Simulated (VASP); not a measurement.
# Pt (Fm-3m) in VASP: density of states with PBE

Aim: the density of states of Pt with PBE.

All numbers are computed with VASP 6.6.1; they aren't measurements. Logs are shortened: lines on timing, memory, paths and dates and some standing lists are left out, and cuts for length are marked.

## (1) The cell of the first run

It takes space group Fm-3m (No. 225, cubic). The conventional cell has a = 3.922 Å, b = 3.922 Å, c = 3.922 Å, α = 90.00°, β = 90.00°, γ = 90.00°. Within 3.7 Å of Pt (site symmetry m-3m) lie 12 Pt at 2.77 Å.

## (2) Density of states, PBE

Contents of POSCAR:

```
Pt
1.0
    0.0000000000      1.9609000000      1.9609000000
    1.9609000000      0.0000000000      1.9609000000
    1.9609000000      1.9609000000      0.0000000000
Pt
1
Direct
    0.0000000000      0.0000000000      0.0000000000
```

Contents of INCAR.step1:

```
SYSTEM = Pt
PREC = Accurate
ENCUT = 520
EDIFF = 1E-6
ISMEAR = -1
SIGMA = 0.1
LREAL = .FALSE.
LASPH = .TRUE.
NELM = 60
ALGO = Normal
ISIF = 2
LWAVE = .FALSE.
LCHARG = .TRUE.
LMAXMIX = 4
GGA = PE
NBANDS = 11
```

Contents of KPOINTS.step1:

```
Automatic mesh
0
G
  11 11 11
  0 0 0
```

Contents of INCAR.step2:

```
SYSTEM = Pt
PREC = Accurate
ENCUT = 520
EDIFF = 1E-6
ISMEAR = -5
SIGMA = 0.1
LREAL = .FALSE.
LASPH = .TRUE.
NELM = 60
ALGO = Normal
ISIF = 2
LWAVE = .FALSE.
LCHARG = .FALSE.
LMAXMIX = 4
GGA = PE
LORBIT = 11
NEDOS = 1001
ICHARG = 11
```

Contents of KPOINTS.step2:

```
Automatic mesh
0
G
  17 17 17
  0 0 0
```

Potentials or basis: VASP PAW PBE potentials, release 64 (Pt).

On the command line:

```console
$ cat potpaw_PBE.64/Pt/POTCAR > POTCAR
$ cp INCAR.step1 INCAR
$ cp KPOINTS.step1 KPOINTS
$ mpirun -np 1 vasp_std > vasp.out
$ cp INCAR.step2 INCAR
$ cp KPOINTS.step2 KPOINTS
$ mpirun -np 1 vasp_std > vasp.out
```

OUTCAR:

```text
SYSTEM = Pt
   PREC = Accurate
   ENCUT = 520
   EDIFF = 1E-6
   ISMEAR = -5
   LREAL = .FALSE.
   LASPH = .TRUE.
   NELM = 60
   ISIF = 2
   GGA = PE
   LORBIT = 11
   ICHARG = 11

 ion  position               nearest neighbor table
   1  0.000  0.000  0.000-

  LATTYP: Found a face centered cubic cell.
 ALAT       =     3.9218000000

  Lattice vectors:

 A1 = (   0.0000000000,   1.9609000000,   1.9609000000)
 A2 = (   1.9609000000,   0.0000000000,   1.9609000000)
 A3 = (   1.9609000000,   1.9609000000,   0.0000000000)

Analysis of symmetry for initial positions (statically):
[... 33 lines left out ...]
                                     Primitive cell

  volume of cell :      15.0798

  direct lattice vectors                    reciprocal lattice vectors
     0.000000000  1.960900000  1.960900000    -0.254984956  0.254984956  0.254984956
     1.960900000  0.000000000  1.960900000     0.254984956 -0.254984956  0.254984956
     1.960900000  1.960900000  0.000000000     0.254984956  0.254984956 -0.254984956

  length of vectors
     2.773131374  2.773131374  2.773131374     0.441646899  0.441646899  0.441646899

  position of ions in fractional coordinates (direct lattice)
     0.000000000  0.000000000  0.000000000

  ion indices of the primitive-cell ions
   primitive index   ion index
                 1           1

----------------------------------------------------------------------------------------

 KPOINTS: Automatic mesh

Automatic generation of k-mesh.
 Grid dimensions read from file:
 generate k-points for:   17   17   17

 Generating k-lattice:

  Cartesian coordinates                     Fractional coordinates (reciprocal lattice)
    -0.014999115  0.014999115  0.014999115     0.058823529  0.000000000  0.000000000
     0.014999115 -0.014999115  0.014999115     0.000000000  0.058823529  0.000000000
     0.014999115  0.014999115 -0.014999115     0.000000000  0.000000000  0.058823529

  Length of vectors
     0.025979229  0.025979229  0.025979229

  Shift w.r.t. Gamma in fractional coordinates (k-lattice)
     0.000000000  0.000000000  0.000000000

 TETIRR: Found    693 inequivalent tetrahedra from    29478

 Subroutine IBZKPT returns following result:
 ===========================================

 Found    165 irreducible k-points:

 Following reciprocal coordinates:
            Coordinates               Weight
  0.000000  0.000000  0.000000      1.000000
  0.058824  0.000000  0.000000      8.000000
  0.117647  0.000000  0.000000      8.000000
  0.176471  0.000000  0.000000      8.000000
  0.235294  0.000000  0.000000      8.000000
  0.294118  0.000000  0.000000      8.000000
[... 16 lines left out ...]
 -0.176471  0.058824  0.000000     24.000000
 -0.117647  0.058824  0.000000     24.000000
 [... further k-points ...]
   k-points           NKPTS =    165   k-points in BZ     NKDIM =    165   number of bands    NBANDS=      9
   number of dos      NEDOS =   1001   number of ions     NIONS =      1
   total plane-waves  NPLWV =  13824
   dimension x,y,z NGX =    24 NGY =   24 NGZ =   24
   dimension x,y,z NGXF=    48 NGYF=   48 NGZF=   48
   ions per type =               1
   NGX,Y,Z   is equivalent  to a cutoff of  14.39, 14.39, 14.39 a.u.
   NGXF,Y,Z  is equivalent  to a cutoff of  28.78, 28.78, 28.78 a.u.
 SYSTEM =  Pt
   PREC   = accura    normal or accurate (medium, high low for compatibility)
   ISTART =      0    job   : 0-new  1-cont  2-samecut
   ICHARG =     11    charge: 1-file 2-atom 10-const
   ISPIN  =      1    spin polarized calculation?
   LNONCOLLINEAR =      F non collinear calculations
   LSORBIT =      F    spin-orbit coupling
   LASPH  =      T    aspherical Exc in radial PAW
   ENCUT  =  520.0 eV  38.22 Ry    6.18 a.u.   5.16  5.16  5.16*2*pi/ulx,y,z
   NELM   =     60;   NELMIN=  2; NELMDL=  0     # of ELM steps
   EDIFF  = 0.1E-05   stopping-criterion for ELM
   LREAL  =      F    real-space projection
   EDIFFG = 0.1E-04   stopping-criterion for IOM
   NSW    =      0    number of steps for IOM
   IBRION =     -1    ionic relax: 0-MD 1-quasi-New 2-CG
   NFREE  =      0    steps in history (QN), initial steepest desc. (CG)
   ISIF   =      2    stress and relaxation
   ISYM   =      2    0-nonsym 1-usesym 2-fastsym
   POTIM  = 0.5000    time-step for ionic-motion
   TEBEG  =    0.0;   TEEND  =   0.0 temperature during run
   PSTRESS=    0.0 pullay stress
   NELECT =      10.0000    total number of electrons
   NUPDOWN=      -1.0000    fix difference up-down
   EMIN   =  10.00;   EMAX   =-10.00  energy-range for DOS
   EFERMI =   0.00;   METHOD = LEGACY
   ISMEAR =    -5;   SIGMA  =   0.10  broadening in eV -4-tet -1-fermi 0-gaus
   EFERMI_NEDOS =   21; number of points for ismear=-14 and -15
   IALGO  =     38    algorithm
   IMIX   =      4    mixing-type and parameters
     AMIX     =   0.40;   BMIX     =  1.00
     AMIX_MAG =   1.60;   BMIX_MAG =  1.00
  volume/ion in A,a.u.               =      15.08       101.76
  Fermi-wavevector in a.u.,A,eV,Ry     =   1.427609  2.697791 27.729605  2.038068
  Thomas-Fermi vector in A             =   2.547760
   LORBIT       =     11    0 simple, 1 ext, 2 COOP (PROOUT), +10 PAW based schemes
   GGA     = PE    functional components
   LHFCALC =     F    Hartree Fock is set to
   AEXX    =    0.0000 exact exchange contribution
   IVDW    =     0    specifies the selected vdW correction
   LEPSILON=     F    determine dielectric tensor
   LRPA    =     F    only Hartree local field effects (RPA)
 non-spin polarized calculation
 Fermi weights with tetrahedron method with Bloechl corrections
  energy-cutoff  :      520.00
  volume of cell :       15.08
 maximum number of plane-waves:       419
 NGX is ok and might be reduce to    24

 number of electron      10.0000000 magnetization

 Free energy of the ion-electron system (eV)
  ---------------------------------------------------
  ext. energy  EPLUGINS =         0.00000000
  ---------------------------------------------------
  free energy    TOTEN  =        -6.08267110 eV

  energy without entropy =       -6.08267110  energy(sigma->0) =       -6.08267110

 E-fermi :  11.2416     XC(G=0): -13.4927

 val. band max:       11.2672080045   @ k =   0.4118   0.2941   0.0000
 cond. band min:      11.1299155913   @ k =   0.4118   0.0588   0.0000
 fundamental gap:     -0.1372924133
 Fermi energy:        11.2416001814

 k-point     1 :       0.0000    0.0000    0.0000
  band No.  band energies     occupation
      1       1.0493      2.00000
      2       7.4716      2.00000
      3       7.4716      2.00000
      4       7.4716      2.00000
      5       9.6263      2.00000
      6       9.6263      2.00000
      7      25.9070      0.00000
      8      30.8742      0.00000
      9      30.8742      0.00000

 k-point     2 :       0.0588    0.0000    0.0000
  band No.  band energies     occupation
      1       1.1888      2.00000
      2       7.4090      2.00000
      3       7.5272      2.00000
      4       7.5272      2.00000
      5       9.5949      2.00000
      6       9.5949      2.00000
      7      26.1249      0.00000
      8      30.1354      0.00000
      9      31.0889      0.00000

 k-point     3 :       0.1176    0.0000    0.0000
  band No.  band energies     occupation
      1       1.5931      2.00000
      2       7.2516      2.00000
      3       7.6701      2.00000
      4       7.6701      2.00000
      5       9.5314      2.00000
      6       9.5314      2.00000
      7      26.7100      0.00000
      8      28.6220      0.00000
      9      31.7109      0.00000

 k-point     4 :       0.1765    0.0000    0.0000
  band No.  band energies     occupation
      1       2.2109      2.00000
      2       7.0888      2.00000
      3       7.8186      2.00000
      4       7.8186      2.00000
      5       9.5319      2.00000
      6       9.5319      2.00000
      7      26.8994      0.00000
      8      27.4238      0.00000
      9      32.6672      0.00000

 k-point     5 :       0.2353    0.0000    0.0000
  band No.  band energies     occupation
      1       2.9250      2.00000
      2       7.0767      2.00000
      3       7.8576      2.00000
      4       7.8576      2.00000
      5       9.7211      2.00000
      6       9.7211      2.00000
      7      25.0632      0.00000
      8      27.7051      0.00000
      9      33.7376      0.00000

 k-point     6 :       0.2941    0.0000    0.0000
  band No.  band energies     occupation
      1       3.5252      2.00000
      2       7.4430      2.00000
      3       7.7644      2.00000
      4       7.7644      2.00000
      5      10.1129      2.00000
      6      10.1129      2.00000
      7      23.0340      0.00000
      8      27.2074      0.00000
      9      33.6027      0.00000
[... 169 lines left out ...]
 k-point    21 :      -0.2941    0.0588    0.0000
  band No.  band energies     occupation
      1       3.7857      2.00000
      2       7.4702      2.00000
      3       7.7204      2.00000
      4       7.7904      2.00000
      5       9.9545      2.00000
      6      10.7439      2.07944
      7      22.3796      0.00000
      8      27.0886      0.00000
      9      31.4415      0.00000

 k-point    22 :      -0.2353    0.0588    0.0000
  band No.  band energies     occupation
      1       3.2688      2.00000
      2       7.0136      2.00000
      3       7.8401      2.00000
      4       7.9231      2.00000
      5       9.4949      2.00000
      6      10.2415      2.00000
      7      24.4907      0.00000
      8      27.7484      0.00000
      9      32.2287      0.00000

 k-point    23 :      -0.1765    0.0588    0.0000
  band No.  band energies     occupation
      1       2.5630      2.00000
      2       6.9591      2.00000
      3       7.8877      2.00000
      4       7.9253      2.00000
      5       9.2646      2.00000
      6       9.8789      2.00000
      7      26.3736      0.00000
      8      27.7481      0.00000
      9      31.8429      0.00000

 k-point    24 :      -0.1176    0.0588    0.0000
  band No.  band energies     occupation
      1       1.8973      2.00000
      2       7.1078      2.00000
      3       7.7713      2.00000
      4       7.8015      2.00000
      5       9.3021      2.00000
      6       9.7050      2.00000
      7      27.1191      0.00000
      8      28.0478      0.00000
      9      31.2294      0.00000

 [... further k-points ...]
[... 5 lines left out ...]
  --------------------------------------------------------------------------------------
  -------------------------------------------------------------------------------------
  Total        1.0198741      1.0198741      1.0198741      0.0000000      0.0000000      0.0000000
  in kB      108.3579616    108.3579616    108.3579616      0.0000000      0.0000000      0.0000000
  external PRESSURE =     108.3579616 kB  Pullay stress =       0.0000000 kB

 VOLUME and BASIS-vectors are now :
 -----------------------------------------------------------------------------
  energy-cutoff  :      520.00
  volume of cell :       15.08
      direct lattice vectors                 reciprocal lattice vectors
     0.000000000  1.960900000  1.960900000    -0.254984956  0.254984956  0.254984956
     1.960900000  0.000000000  1.960900000     0.254984956 -0.254984956  0.254984956
     1.960900000  1.960900000  0.000000000     0.254984956  0.254984956 -0.254984956

 POSITION                                       TOTAL-FORCE (eV/Angst)
 -----------------------------------------------------------------------------------
      0.00000      0.00000      0.00000         0.000000     -0.000000      0.000000
 -----------------------------------------------------------------------------------
    total drift:                                0.000000     -0.000000      0.000000

  FREE ENERGIE OF THE ION-ELECTRON SYSTEM (eV)
  ---------------------------------------------------
  free  energy   TOTEN  =        -6.0826711001 eV

  energy  without entropy=       -6.0826711001  energy(sigma->0) =       -6.08267110

 total charge

# of ion       s       p       d       tot
------------------------------------------
    1        0.637   0.611   8.051   9.299
```

Run time: 34 s. Hardware: 1 thread of AMD EPYC 7R13, shared host; peak memory 0.13 GiB.

What came out:

| Property | Result |
| --- | --- |
| Valence electrons inside the program's atomic spheres | Pt 9.30 |

Caveat: spin-orbit coupling is left out, which moves the levels of the heavy elements; tetrahedron occupations give inexact forces and stress in metals.
